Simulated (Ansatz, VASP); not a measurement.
# Two plane-wave programs on LiF

```
CELL_PARAMETERS angstrom
3.09762 0.00000 0.00000
-1.54881 2.68262 0.00000
0.00000 0.00000 4.45810
ATOMIC_POSITIONS crystal
Li 0.33333 0.66667 0.41205
Li 0.66667 0.33333 0.91205
F 0.33333 0.66667 0.99102
F 0.66667 0.33333 0.49102
```

Alike in both runs: task single point; functional LDA; k mesh 9 × 9 × 6; occupations gaussian, width 0.05 eV; no spin polarisation.

|  | VASP | Ansatz |
| --- | --- | --- |
| version | VASP 6.6.1 | Ansatz 0.2.0 |
| potentials or method | VASP PAW LDA potentials, release 64 (Li_sv, F), cutoff 520 eV | scalar-relativistic, plane waves, PAW |
| valence electrons in the cell | 20 | 20 |

|  | VASP | Ansatz | Ansatz less VASP |
| --- | --- | --- | --- |
| gap on the k mesh at the Fermi level (eV) | 7.63 | 7.64 | +0.016 |
| least direct gap on the mesh (eV) | 7.63 | 7.64 | +0.016 |
| rms of the force components (eV/Å) | 0.035 | 0.037 | +0.0023 |

LDA's correlation is that of Perdew and Zunger in VASP and of Perdew and Wang (1992) in Ansatz. Atom by atom the forces differ by 0.002 eV/Å (rms over components).

Noted on VASP's run: the cutoff is short for stress, so the pressure is rough.
